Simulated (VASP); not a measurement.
# Zn16Se3S13 (P1) in VASP: single point with PBEsol

Aim: the single point of Zn16Se3S13 with PBEsol.

Program: VASP 6.6.1. These are calculated values, not measurements. Logs are shortened: lines on timing, memory, paths and dates and some standing lists are left out, and cuts for length are marked.

### Step 1. The cell of the first run

The typed cell holds 64 atoms: a = 10.817 Å, b = 10.817 Å, c = 10.817 Å, α = 90.00°, β = 90.00°, γ = 90.00°.

### Step 2. Single point, PBEsol

Contents of INCAR:

```
PREC     = Accurate       # precision mode
ENCUT    = 500            # plane-wave cutoff, eV
EDIFF    = 1E-6           # SCF threshold, eV
ISMEAR   = -1             # smearing method
SIGMA    = 0.05           # smearing width, eV
LREAL    = Auto         
LASPH    = True           # aspherical terms in the spheres
NELM     = 120            # most SCF steps
ALGO     = Normal         # electronic algorithm
ISIF     = 2              # what is computed and relaxed
LWAVE    = False          # write WAVECAR
LCHARG   = False          # write CHGCAR
GGA      = PS             # functional
NBANDS   = 326            # bands
ISYM     = -1           
GGA_COMPAT= False
```

Contents of KPOINTS:

```
explicit points
1
Reciprocal
  0.25000000   0.25000000   0.25000000 1
```

Contents of POSCAR:

```
Zn16Se3S13
1.0
   10.8166130283      0.0000000000      0.0000000000
    0.0000000000     10.8166130283      0.0000000000
    0.0000000000      0.0000000000     10.8166130283
Zn S Se
32 26 6
Direct
    0.9949560000      0.0049150000      0.0035150000
    0.0038100000      0.9955100000      0.5041800000
    0.9951930000      0.5053310000      0.0031750000
    0.0034520000      0.4954590000      0.5044090000
    0.5007530000      0.9997060000      0.9985900000
    0.5047740000      0.9964990000      0.5045150000
    0.5008570000      0.4995670000      0.9987260000
    0.5049210000      0.4966110000      0.5045110000
    0.2552090000      0.2447600000      0.0032250000
    0.2468870000      0.2543780000      0.5042740000
    0.2553510000      0.7446690000      0.0031260000
    0.2469590000      0.7543400000      0.5045810000
    0.7495080000      0.2501910000      0.9986430000
    0.7456460000      0.2533000000      0.5045040000
    0.7495470000      0.7502960000      0.9987730000
    0.7454930000      0.7532210000      0.5045900000
    0.2468930000      0.9951610000      0.2461050000
    0.2552960000      0.0049940000      0.7471600000
    0.2469530000      0.4952130000      0.2462730000
    0.2554750000      0.5050010000      0.7471250000
    0.7453390000      0.9963400000      0.2460390000
    0.7496930000      0.9997410000      0.7515310000
    0.7454480000      0.4960960000      0.2455730000
    0.7495070000      0.4998540000      0.7517850000
    0.0034650000      0.2545940000      0.2457980000
    0.9948730000      0.2451630000      0.7472450000
    0.0033890000      0.7543360000      0.2461510000
    0.9949160000      0.7453710000      0.7470740000
    0.5046430000      0.2535310000      0.2455770000
    0.5006000000      0.2502950000      0.7514520000
    0.5046550000      0.7535620000      0.2455460000
    0.5006870000      0.7505440000      0.7516720000
    0.1248950000      0.1245830000      0.1248630000
    0.1248030000      0.1248820000      0.6252080000
    0.1250500000      0.6246700000      0.1249370000
    0.1248370000      0.6247580000      0.6253320000
    0.6249630000      0.1246610000      0.1219840000
    0.6249350000      0.1247460000      0.6279490000
    0.6249930000      0.6246690000      0.1220070000
    0.6249450000      0.6247040000      0.6280350000
    0.3764710000      0.3749040000      0.1232130000
    0.3766150000      0.3745570000      0.6263310000
    0.3765690000      0.8749460000      0.1230900000
    0.3765940000      0.8747010000      0.6266020000
    0.8732830000      0.3746240000      0.1230990000
    0.8731300000      0.3748600000      0.6266240000
    0.8731190000      0.8745920000      0.1235050000
    0.8732360000      0.8750020000      0.6263130000
    0.3778940000      0.1248730000      0.8748640000
    0.3779900000      0.6246330000      0.8748940000
    0.8720370000      0.1246670000      0.8749450000
    0.8720720000      0.6248400000      0.8748990000
    0.1248020000      0.3745750000      0.3750620000
    0.1249810000      0.8744920000      0.3749980000
    0.6249900000      0.3745720000      0.3749010000
    0.6249410000      0.3745970000      0.8748440000
    0.6249320000      0.8745580000      0.3749890000
    0.6250340000      0.8748420000      0.8749480000
    0.3754320000      0.1247230000      0.3748890000
    0.3754710000      0.6248340000      0.3751000000
    0.8746840000      0.1247260000      0.3749550000
    0.8745840000      0.6245300000      0.3750030000
    0.1251020000      0.3747120000      0.8749710000
    0.1250520000      0.8747640000      0.8751400000
```

Potentials or basis: VASP PAW PBE potentials, release 64 (Zn, S, Se).

Launch:

```console
$ cat potpaw_PBE.64/Zn/POTCAR potpaw_PBE.64/S/POTCAR potpaw_PBE.64/Se/POTCAR > POTCAR
$ mpirun -np 1 vasp_std > vasp.out
```

OUTCAR:

```text
PREC = Accurate
   ENCUT = 500
   EDIFF = 1E-6
   ISMEAR = -1
   LREAL = Auto
   LASPH = True
   NELM = 120
   ISIF = 2
   GGA = PS
   ISYM = -1

 ion  position               nearest neighbor table
   1  0.995  0.005  0.004-  33 2.32  51 2.32  47 2.33  64 2.43
   2  0.004  0.996  0.504-  54 2.32  34 2.32  48 2.33  61 2.42
   3  0.995  0.505  0.003-  52 2.32  35 2.32  45 2.33  63 2.43
   4  0.003  0.495  0.504-  53 2.32  36 2.32  46 2.33  62 2.42
   5  0.501  1.000  0.999-  49 2.32  37 2.33  58 2.33  43 2.33
   6  0.505  0.996  0.505-  57 2.32  38 2.32  44 2.32  59 2.42
[... 56 lines left out ...]
  63  0.125  0.375  0.875-  26 2.42   9 2.43  20 2.43   3 2.43
  64  0.125  0.875  0.875-  28 2.42  11 2.43  18 2.43   1 2.43

IMPORTANT INFORMATION: All symmetrisations will be switched off!
NOSYMM: (Re-)initialisation of all symmetry stuff for point group C_1.

----------------------------------------------------------------------------------------

                                     Primitive cell

  volume of cell :    1265.5342

  direct lattice vectors                    reciprocal lattice vectors
    10.816613028  0.000000000  0.000000000     0.092450381  0.000000000  0.000000000
     0.000000000 10.816613028  0.000000000     0.000000000  0.092450381  0.000000000
     0.000000000  0.000000000 10.816613028     0.000000000  0.000000000  0.092450381

  length of vectors
    10.816613028 10.816613028 10.816613028     0.092450381  0.092450381  0.092450381

  position of ions in fractional coordinates (direct lattice)
     0.994956000  0.004915000  0.003515000
     0.003810000  0.995510000  0.504180000
     0.995193000  0.505331000  0.003175000
     0.003452000  0.495459000  0.504409000
     0.500753000  0.999706000  0.998590000
     0.504774000  0.996499000  0.504515000
[... 56 lines left out ...]
     0.125102000  0.374712000  0.874971000
     0.125052000  0.874764000  0.875140000

  ion indices of the primitive-cell ions
   primitive index   ion index
                 1           1
                 2           2
                 3           3
                 4           4
                 5           5
                 6           6
[... 56 lines left out ...]
                63          63
                64          64

----------------------------------------------------------------------------------------

 KPOINTS: explicit points

Read explicit list of k-points.

 Found      1 k-points:

 Following reciprocal coordinates:
            Coordinates               Weight
  0.250000  0.250000  0.250000      1.000000
   k-points           NKPTS =      1   k-points in BZ     NKDIM =      1   number of bands    NBANDS=    326
   number of dos      NEDOS =    301   number of ions     NIONS =     64
   total plane-waves  NPLWV = 512000
   dimension x,y,z NGX =    80 NGY =   80 NGZ =   80
   dimension x,y,z NGXF=   160 NGYF=  160 NGZF=  160
   ions per type =              32  26   6
   NGX,Y,Z   is equivalent  to a cutoff of  12.30, 12.30, 12.30 a.u.
   NGXF,Y,Z  is equivalent  to a cutoff of  24.59, 24.59, 24.59 a.u.
 SYSTEM =  unknown system
   PREC   = accura    normal or accurate (medium, high low for compatibility)
   ISTART =      0    job   : 0-new  1-cont  2-samecut
   ICHARG =      2    charge: 1-file 2-atom 10-const
   ISPIN  =      1    spin polarized calculation?
   LNONCOLLINEAR =      F non collinear calculations
   LSORBIT =      F    spin-orbit coupling
   LASPH  =      T    aspherical Exc in radial PAW
   ENCUT  =  500.0 eV  36.75 Ry    6.06 a.u.  19.72 19.72 19.72*2*pi/ulx,y,z
   NELM   =    120;   NELMIN=  2; NELMDL= -5     # of ELM steps
   EDIFF  = 0.1E-05   stopping-criterion for ELM
   LREAL  =      T    real-space projection
   EDIFFG = 0.1E-04   stopping-criterion for IOM
   NSW    =      0    number of steps for IOM
   IBRION =     -1    ionic relax: 0-MD 1-quasi-New 2-CG
   NFREE  =      0    steps in history (QN), initial steepest desc. (CG)
   ISIF   =      2    stress and relaxation
   ISYM   =     -1    0-nonsym 1-usesym 2-fastsym
   POTIM  = 0.5000    time-step for ionic-motion
   TEBEG  =    0.0;   TEEND  =   0.0 temperature during run
   PSTRESS=    0.0 pullay stress
   NELECT =     576.0000    total number of electrons
   NUPDOWN=      -1.0000    fix difference up-down
   EMIN   =  10.00;   EMAX   =-10.00  energy-range for DOS
   EFERMI =   0.00;   METHOD = LEGACY
   ISMEAR =    -1;   SIGMA  =   0.05  broadening in eV -4-tet -1-fermi 0-gaus
   EFERMI_NEDOS =   21; number of points for ismear=-14 and -15
   IALGO  =     38    algorithm
   IMIX   =      4    mixing-type and parameters
     AMIX     =   0.40;   BMIX     =  1.00
     AMIX_MAG =   1.60;   BMIX_MAG =  1.00
  volume/ion in A,a.u.               =      19.77       133.44
  Fermi-wavevector in a.u.,A,eV,Ry     =   1.259286  2.379705 21.576135  1.585801
  Thomas-Fermi vector in A             =   2.392853
   LORBIT       =      0    0 simple, 1 ext, 2 COOP (PROOUT), +10 PAW based schemes
   GGA     = PS    functional components
   LHFCALC =     F    Hartree Fock is set to
   AEXX    =    0.0000 exact exchange contribution
   IVDW    =     0    specifies the selected vdW correction
   LEPSILON=     F    determine dielectric tensor
   LRPA    =     F    only Hartree local field effects (RPA)
 non-spin polarized calculation
  energy-cutoff  :      500.00
  volume of cell :     1265.53
 maximum number of plane-waves:     32132
 NGX is ok and might be reduce to    80
   NGX = 39   NGY = 39   NGZ = 39

 number of electron     575.9999891 magnetization

 Free energy of the ion-electron system (eV)
  ---------------------------------------------------
  ext. energy  EPLUGINS =         0.00000000
  ---------------------------------------------------
  free energy    TOTEN  =      -237.67397167 eV

  energy without entropy =     -237.67397167  energy(sigma->0) =     -237.67397167

 E-fermi :   3.2669     XC(G=0):  -9.9061

 val. band max:        2.0048373360   @ k =   0.2500   0.2500   0.2500
 cond. band min:       4.9061614261   @ k =   0.2500   0.2500   0.2500
 fundamental gap:      2.9013240901
 Fermi energy:         3.2668721349

 k-point     1 :       0.2500    0.2500    0.2500
  band No.  band energies     occupation
      1     -11.0961      2.00000
      2     -10.8125      2.00000
      3     -10.8054      2.00000
      4     -10.7965      2.00000
      5     -10.5823      2.00000
      6     -10.5739      2.00000
[... 292 lines left out ...]
    299       6.0312      0.00000
    300       6.1060      0.00000
 [bands above 300 left out]

------------------------ aborting loop because EDIFF is reached ----------------------------------------

  FORCE on cell =-STRESS in cart. coord.  units (eV):
  Direction    XX          YY          ZZ          XY          YZ          ZX
  --------------------------------------------------------------------------------------
  -------------------------------------------------------------------------------------
  Total        0.9549571      0.9006742      0.8847518     -2.2234142     -2.2337677     -2.1705918
  in kB        1.2089840      1.1402614      1.1201035     -2.8148619     -2.8279694     -2.7479882
  external PRESSURE =       1.1564496 kB  Pullay stress =       0.0000000 kB

 VOLUME and BASIS-vectors are now :
 -----------------------------------------------------------------------------
  energy-cutoff  :      500.00
  volume of cell :     1265.53
      direct lattice vectors                 reciprocal lattice vectors
    10.816613028  0.000000000  0.000000000     0.092450381  0.000000000  0.000000000
     0.000000000 10.816613028  0.000000000     0.000000000  0.092450381  0.000000000
     0.000000000  0.000000000 10.816613028     0.000000000  0.000000000  0.092450381

 POSITION                                       TOTAL-FORCE (eV/Angst)
 -----------------------------------------------------------------------------------
     10.76205      0.05316      0.03802        -0.000542     -0.002838     -0.008332
      0.04121     10.76805      5.45352        -0.004637      0.003496     -0.001343
     10.76462      5.46597      0.03434         0.002193     -0.018598      0.001868
      0.03734      5.35919      5.45600         0.006766     -0.001192      0.001353
      5.41645     10.81343     10.80136        -0.004488      0.009808      0.006026
      5.45995     10.77874      5.45714         0.004242      0.002509     -0.007698
[... 56 lines left out ...]
      1.35318      4.05311      9.46422        -0.009558      0.015686      0.004232
      1.35264      9.46198      9.46605        -0.007775      0.006957     -0.005079
 -----------------------------------------------------------------------------------
    total drift:                               -0.013767     -0.064556      0.010189

  FREE ENERGIE OF THE ION-ELECTRON SYSTEM (eV)
  ---------------------------------------------------
  free  energy   TOTEN  =      -237.6739716716 eV

  energy  without entropy=     -237.6739716716  energy(sigma->0) =     -237.67397167
```

It took 25 min on 1 thread of Intel Xeon 8259CL, shared host; peak memory 1.1 GiB.

Results:

- Free energy: -237.6740 eV
- Pressure: 0.1 GPa
- Largest force: 0.031 eV/Å
- Band gap on the k mesh: 2.90 eV

Forces on the atoms (eV/Å):
```
Zn  -0.001 -0.003 -0.008
Zn  -0.005  0.003 -0.001
Zn   0.002 -0.019  0.002
Zn   0.007 -0.001  0.001
Zn  -0.004  0.010  0.006
Zn   0.004  0.003 -0.008
Zn  -0.005  0.004  0.003
Zn   0.000 -0.010 -0.010
Zn  -0.001  0.008  0.006
Zn  -0.005 -0.005 -0.005
Zn  -0.001  0.011  0.009
Zn  -0.009 -0.001 -0.009
Zn   0.014 -0.004  0.007
Zn   0.003  0.004 -0.005
Zn   0.014 -0.003  0.004
Zn   0.012  0.004 -0.011
Zn  -0.005  0.011  0.010
Zn  -0.007  0.007 -0.003
Zn  -0.007  0.010  0.012
Zn  -0.006 -0.009 -0.009
Zn   0.012  0.013  0.007
Zn   0.008  0.002 -0.004
Zn   0.013  0.015  0.023
Zn   0.017 -0.009 -0.008
Zn   0.000 -0.005  0.017
Zn   0.004  0.000 -0.006
Zn   0.004  0.002  0.005
Zn   0.004 -0.002 -0.003
Zn   0.006  0.000  0.014
Zn  -0.001  0.002 -0.004
Zn   0.002 -0.001  0.017
Zn  -0.001 -0.012 -0.003
S    0.012 -0.006 -0.006
S    0.002 -0.010  0.017
S    0.006 -0.010 -0.006
S   -0.004 -0.003  0.008
S   -0.003  0.003 -0.019
S   -0.003  0.000  0.012
S   -0.006  0.002 -0.024
S   -0.010  0.013  0.021
S    0.002 -0.005 -0.012
S    0.002  0.010  0.015
S   -0.002 -0.011 -0.012
S    0.001 -0.001  0.008
S    0.001  0.004 -0.021
S    0.000  0.002  0.014
S    0.000 -0.003 -0.013
S    0.001 -0.008  0.014
S    0.012 -0.012  0.006
S    0.020  0.006  0.004
S   -0.013  0.001  0.007
S   -0.020  0.010  0.002
S    0.003  0.001 -0.008
S    0.005 -0.005 -0.001
S   -0.009 -0.008  0.000
S   -0.005  0.000  0.000
S   -0.012 -0.012  0.002
S    0.002 -0.015 -0.008
Se  -0.013  0.001 -0.004
Se  -0.012  0.000 -0.019
Se   0.004  0.005 -0.011
Se  -0.010  0.006 -0.011
Se  -0.010  0.016  0.004
Se  -0.008  0.007 -0.005
```

Stress tensor (GPa, compression positive):
```
 0.12 -0.28 -0.27
-0.28  0.11 -0.28
-0.27 -0.28  0.11
```

Caveat: the PAW data sets were made with another functional, which shifts forces and pressure a little; a shifted mesh leaves out Γ, where band edges can lie.
